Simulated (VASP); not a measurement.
# P (R-3m) in VASP: single point with PBEsol

Aim: the single point of P with PBEsol.

All numbers are computed with VASP 6.6.1; they aren't measurements. Logs are shortened: lines on timing, memory, paths and dates and some standing lists are left out, and cuts for length are marked.

### Step 1. The cell of the first run

The structure is trigonal, space group R-3m (No. 166). The conventional cell has a = 3.451 Å, b = 3.451 Å, c = 9.389 Å, α = 90.00°, β = 90.00°, γ = 120.00°. P (site symmetry 3m) has 6 P at 2.29 to 2.82 Å within 3.0 Å.

### Step 2. Single point, PBEsol

INCAR reads:

```
SYSTEM = P
  ALGO = Normal
  EDIFF = 1E-6
  ENCUT = 520
  GGA = PS
  ISIF = 2
  ISMEAR = -1
  ISYM = 0
  LASPH = .True.
  LCHARG = .False.
  LREAL = Auto
  LWAVE = .False.
  NBANDS = 54
  NELM = 60
  PREC = Accurate
  SIGMA = 0.1034
```

KPOINTS reads:

```
Automatic mesh
0
Gamma
  2 2 2
  0.5 0.5 0.5
```

POSCAR reads:

```
P
1.0
   -3.4514503560     -5.9780873764      0.0000000000
    3.4514503560     -5.9780873764      0.0000000000
    0.0000000000     -3.9853915842      6.2593600242
P
16
Direct
    0.3864598750      0.3864598750      0.3406203750
    0.3864598750      0.3864598750      0.8406203750
    0.3864598750      0.8864598750      0.3406203750
    0.3864598750      0.8864598750      0.8406203750
    0.8864598750      0.3864598750      0.3406203750
    0.8864598750      0.3864598750      0.8406203750
    0.8864598750      0.8864598750      0.3406203750
    0.8864598750      0.8864598750      0.8406203750
    0.1135401250      0.1135401250      0.1593796250
    0.1135401250      0.1135401250      0.6593796250
    0.1135401250      0.6135401250      0.1593796250
    0.1135401250      0.6135401250      0.6593796250
    0.6135401250      0.1135401250      0.1593796250
    0.6135401250      0.1135401250      0.6593796250
    0.6135401250      0.6135401250      0.1593796250
    0.6135401250      0.6135401250      0.6593796250
```

Potentials or basis: VASP PAW PBE potentials, release 64 (P).

Launch:

```bash
> cat potpaw_PBE.64/P/POTCAR > POTCAR
> mpirun -np 1 vasp_std > vasp.out
```

OUTCAR:

```text
SYSTEM = P
   EDIFF = 1E-6
   ENCUT = 520
   GGA = PS
   ISIF = 2
   ISMEAR = -1
   ISYM = 0
   LASPH = .True.
   LREAL = Auto
   NELM = 60
   PREC = Accurate

 ion  position               nearest neighbor table
   1  0.386  0.386  0.341-  11 2.29  13 2.29  15 2.29  14 2.82  12 2.82  10 2.82
   2  0.386  0.386  0.841-  12 2.29  14 2.29  16 2.29  11 2.82  13 2.82   9 2.82
   3  0.386  0.886  0.341-   9 2.29  15 2.29  13 2.29  10 2.82  16 2.82  12 2.82
   4  0.386  0.886  0.841-  10 2.29  16 2.29  14 2.29  15 2.82   9 2.82  11 2.82
   5  0.886  0.386  0.341-   9 2.29  15 2.29  11 2.29  10 2.82  16 2.82  14 2.82
   6  0.886  0.386  0.841-  10 2.29  16 2.29  12 2.29  15 2.82   9 2.82  13 2.82
[... 8 lines left out ...]
  15  0.614  0.614  0.159-   3 2.29   5 2.29   1 2.29   4 2.82   6 2.82   8 2.82
  16  0.614  0.614  0.659-   4 2.29   6 2.29   2 2.29   5 2.82   3 2.82   7 2.82

IMPORTANT INFORMATION: All symmetrisations will be switched off!
NOSYMM: (Re-)initialisation of all symmetry stuff for point group C_1.

----------------------------------------------------------------------------------------

                                     Primitive cell

  volume of cell :     258.2996

  direct lattice vectors                    reciprocal lattice vectors
    -3.451450356 -5.978087376  0.000000000    -0.144866635 -0.083638791 -0.053253581
     3.451450356 -5.978087376  0.000000000     0.144866635 -0.083638791 -0.053253581
     0.000000000 -3.985391584  6.259360024     0.000000000  0.000000000  0.159760742

  length of vectors
     6.902900712  6.902900712  7.420440283     0.175549803  0.175549803  0.159760742

  position of ions in fractional coordinates (direct lattice)
     0.386459875  0.386459875  0.340620375
     0.386459875  0.386459875  0.840620375
     0.386459875  0.886459875  0.340620375
     0.386459875  0.886459875  0.840620375
     0.886459875  0.386459875  0.340620375
     0.886459875  0.386459875  0.840620375
[... 8 lines left out ...]
     0.613540125  0.613540125  0.159379625
     0.613540125  0.613540125  0.659379625

  ion indices of the primitive-cell ions
   primitive index   ion index
                 1           1
                 2           2
                 3           3
                 4           4
                 5           5
                 6           6
[... 8 lines left out ...]
                15          15
                16          16

----------------------------------------------------------------------------------------

 KPOINTS: Automatic mesh

Automatic generation of k-mesh.
 Grid dimensions read from file:
 generate k-points for:    2    2    2

 Generating k-lattice:

  Cartesian coordinates                     Fractional coordinates (reciprocal lattice)
    -0.072433318 -0.041819395 -0.026626790     0.500000000  0.000000000  0.000000000
     0.072433318 -0.041819395 -0.026626790     0.000000000  0.500000000  0.000000000
     0.000000000  0.000000000  0.079880371     0.000000000  0.000000000  0.500000000

  Length of vectors
     0.087774901  0.087774901  0.079880371

  Shift w.r.t. Gamma in fractional coordinates (k-lattice)
     0.500000000  0.500000000  0.500000000

 Subroutine IBZKPT returns following result:
 ===========================================

 Found     12 irreducible k-points:

 Following reciprocal coordinates:
            Coordinates               Weight
  0.250000  0.250000  0.250000      2.000000
  0.000000  0.250000 -0.000000      2.000000
 -0.250000  0.000000  0.000000      2.000000
 -0.250000  0.250000  0.250000      2.000000
  0.500000  0.250000 -0.000000      2.000000
 -0.250000  0.500000  0.000000      2.000000
 -0.250000  0.250000 -0.250000      2.000000
  0.500000  0.250000  0.500000      2.000000
 -0.250000  0.500000  0.500000      2.000000
 -0.250000 -0.250000  0.250000      2.000000
  0.000000 -0.250000  0.500000      2.000000
  0.250000  0.000000  0.500000      2.000000
   k-points           NKPTS =     12   k-points in BZ     NKDIM =     12   number of bands    NBANDS=     54
   number of dos      NEDOS =    301   number of ions     NIONS =     16
   total plane-waves  NPLWV = 163296
   dimension x,y,z NGX =    54 NGY =   54 NGZ =   56
   dimension x,y,z NGXF=   108 NGYF=  108 NGZF=  112
   ions per type =              16
   NGX,Y,Z   is equivalent  to a cutoff of  13.01, 13.01, 12.55 a.u.
   NGXF,Y,Z  is equivalent  to a cutoff of  26.01, 26.01, 25.09 a.u.
 SYSTEM =  P
   PREC   = accura    normal or accurate (medium, high low for compatibility)
   ISTART =      0    job   : 0-new  1-cont  2-samecut
   ICHARG =      2    charge: 1-file 2-atom 10-const
   ISPIN  =      1    spin polarized calculation?
   LNONCOLLINEAR =      F non collinear calculations
   LSORBIT =      F    spin-orbit coupling
   LASPH  =      T    aspherical Exc in radial PAW
   ENCUT  =  520.0 eV  38.22 Ry    6.18 a.u.  12.83 12.83 13.80*2*pi/ulx,y,z
   NELM   =     60;   NELMIN=  2; NELMDL= -5     # of ELM steps
   EDIFF  = 0.1E-05   stopping-criterion for ELM
   LREAL  =      T    real-space projection
   EDIFFG = 0.1E-04   stopping-criterion for IOM
   NSW    =      0    number of steps for IOM
   IBRION =     -1    ionic relax: 0-MD 1-quasi-New 2-CG
   NFREE  =      0    steps in history (QN), initial steepest desc. (CG)
   ISIF   =      2    stress and relaxation
   ISYM   =      0    0-nonsym 1-usesym 2-fastsym
   POTIM  = 0.5000    time-step for ionic-motion
   TEBEG  =    0.0;   TEEND  =   0.0 temperature during run
   PSTRESS=    0.0 pullay stress
   NELECT =      80.0000    total number of electrons
   NUPDOWN=      -1.0000    fix difference up-down
   EMIN   =  10.00;   EMAX   =-10.00  energy-range for DOS
   EFERMI =   0.00;   METHOD = LEGACY
   ISMEAR =    -1;   SIGMA  =   0.10  broadening in eV -4-tet -1-fermi 0-gaus
   EFERMI_NEDOS =   21; number of points for ismear=-14 and -15
   IALGO  =     38    algorithm
   IMIX   =      4    mixing-type and parameters
     AMIX     =   0.40;   BMIX     =  1.00
     AMIX_MAG =   1.60;   BMIX_MAG =  1.00
  volume/ion in A,a.u.               =      16.14       108.94
  Fermi-wavevector in a.u.,A,eV,Ry     =   1.107636  2.093128 16.692396  1.226857
  Thomas-Fermi vector in A             =   2.244152
   LORBIT       =      0    0 simple, 1 ext, 2 COOP (PROOUT), +10 PAW based schemes
   GGA     = PS    functional components
   LHFCALC =     F    Hartree Fock is set to
   AEXX    =    0.0000 exact exchange contribution
   IVDW    =     0    specifies the selected vdW correction
   LEPSILON=     F    determine dielectric tensor
   LRPA    =     F    only Hartree local field effects (RPA)
 non-spin polarized calculation
  energy-cutoff  :      520.00
  volume of cell :      258.30
 maximum number of plane-waves:      6966
 NGX is ok and might be reduce to    54
   NGX = 25   NGY = 25   NGZ = 27

 number of electron      80.0000001 magnetization

 Free energy of the ion-electron system (eV)
  ---------------------------------------------------
  ext. energy  EPLUGINS =         0.00000000
  ---------------------------------------------------
  free energy    TOTEN  =       -92.48125734 eV

  energy without entropy =      -92.36712483  energy(sigma->0) =      -92.42419109

 E-fermi :   9.0706     XC(G=0): -10.8709

 val. band max:        8.2324613433   @ k =   0.2500   0.0000   0.5000
 cond. band min:       9.0941334361   @ k =   0.0000   0.2500  -0.0000
 fundamental gap:      0.8616720928
 Fermi energy:         9.0706121987

 k-point     1 :       0.2500    0.2500    0.2500
  band No.  band energies     occupation
      1      -7.3712      2.00000
      2      -5.5268      2.00000
      3      -5.3993      2.00000
      4      -4.3831      2.00000
      5      -4.3054      2.00000
      6      -4.3054      2.00000
[... 44 lines left out ...]
     51      10.1922      0.00004
     52      10.6541      0.00000

 k-point     2 :       0.0000    0.2500   -0.0000
  band No.  band energies     occupation
      1      -7.3712      2.00000
      2      -5.5268      2.00000
      3      -5.3993      2.00000
      4      -4.3831      2.00000
      5      -4.3054      2.00000
      6      -4.3054      2.00000
[... 44 lines left out ...]
     51      10.1922      0.00004
     52      10.6541      0.00000

 k-point     3 :      -0.2500    0.0000    0.0000
  band No.  band energies     occupation
      1      -7.3712      2.00000
      2      -5.5268      2.00000
      3      -5.3993      2.00000
      4      -4.3831      2.00000
      5      -4.3054      2.00000
      6      -4.3054      2.00000
[... 44 lines left out ...]
     51      10.1922      0.00004
     52      10.6541      0.00000
[... 386 lines left out ...]
 k-point    11 :       0.0000   -0.2500    0.5000
  band No.  band energies     occupation
      1      -6.8856      2.00000
      2      -6.4336      2.00000
      3      -5.4331      2.00000
      4      -4.7215      2.00000
      5      -4.7215      2.00000
      6      -4.2815      2.00000
[... 44 lines left out ...]
     51      11.0304      0.00000
     52      11.4805      0.00000

 k-point    12 :       0.2500    0.0000    0.5000
  band No.  band energies     occupation
      1      -6.8856      2.00000
      2      -6.4336      2.00000
      3      -5.4331      2.00000
      4      -4.7215      2.00000
      5      -4.7215      2.00000
      6      -4.2815      2.00000
[... 44 lines left out ...]
     51      11.0305      0.00000
     52      11.4810      0.00000
 [bands above 52 left out]

------------------------ aborting loop because EDIFF is reached ----------------------------------------

  FORCE on cell =-STRESS in cart. coord.  units (eV):
  Direction    XX          YY          ZZ          XY          YZ          ZX
  --------------------------------------------------------------------------------------
  -------------------------------------------------------------------------------------
  Total       -3.1556799     -3.1775188     -2.8117214     -0.0000248     -0.0082393      0.0000054
  in kB      -19.5740058    -19.7094675    -17.4405046     -0.0001540     -0.0511064      0.0000333
  external PRESSURE =     -18.9079926 kB  Pullay stress =       0.0000000 kB

 VOLUME and BASIS-vectors are now :
 -----------------------------------------------------------------------------
  energy-cutoff  :      520.00
  volume of cell :      258.30
      direct lattice vectors                 reciprocal lattice vectors
    -3.451450356 -5.978087376  0.000000000    -0.144866635 -0.083638791 -0.053253581
     3.451450356 -5.978087376  0.000000000     0.144866635 -0.083638791 -0.053253581
     0.000000000 -3.985391584  6.259360024     0.000000000  0.000000000  0.159760742

 POSITION                                       TOTAL-FORCE (eV/Angst)
 -----------------------------------------------------------------------------------
      0.00000     -5.97809      2.13207         0.000002     -0.001513      0.425478
      0.00000     -7.97078      5.26175         0.000001     -0.001507      0.425470
      1.72573     -8.96713      2.13207        -0.000001     -0.001506      0.425477
      1.72573    -10.95983      5.26175         0.000004     -0.001510      0.425467
     -1.72573     -8.96713      2.13207         0.000001     -0.001508      0.425469
     -1.72573    -10.95983      5.26175        -0.000001     -0.001514      0.425466
[... 8 lines left out ...]
      0.00000     -7.97078      0.99761         0.000002      0.001509     -0.425475
      0.00000     -9.96348      4.12729         0.000003      0.001508     -0.425471
 -----------------------------------------------------------------------------------
    total drift:                                0.000002      0.000001     -0.000001

  FREE ENERGIE OF THE ION-ELECTRON SYSTEM (eV)
  ---------------------------------------------------
  free  energy   TOTEN  =       -92.4812573439 eV

  energy  without entropy=      -92.3671248289  energy(sigma->0) =      -92.42419109
```

Wall time 1.8 min (1 thread of Intel Xeon 6975P-C (Granite Rapids), shared host); peak memory 0.41 GiB.

What came out:

- Free energy: -92.4813 eV
- Pressure: -1.9 GPa
- Largest force: 0.425 eV/Å
- Band gap on the k mesh: zero (band 40 reaches 9.13 eV, above the bottom of band 41 at 9.09 eV)

Forces on the atoms (eV/Å):
```
P    0.000 -0.002  0.425
P    0.000 -0.002  0.425
P    0.000 -0.002  0.425
P    0.000 -0.002  0.425
P    0.000 -0.002  0.425
P    0.000 -0.002  0.425
P    0.000 -0.002  0.425
P    0.000 -0.002  0.425
P    0.000  0.002 -0.425
P    0.000  0.002 -0.425
P    0.000  0.002 -0.425
P    0.000  0.002 -0.425
P    0.000  0.002 -0.425
P    0.000  0.002 -0.425
P    0.000  0.002 -0.425
P    0.000  0.002 -0.425
```

Levels at points of the mesh, in eV from the Fermi level:
```csv
k point,band 37,band 38,band 39,band 40,band 41,band 42,band 43,band 44
"(0.25, 0.25, 0.25)",-2.21,-2.18,-1.34,-1.04,0.02,0.46,0.49,0.54
```

Caveat: the k points lie up to 0.55 Å⁻¹ apart; the PAW data sets were made with another functional, which shifts forces and pressure a little.
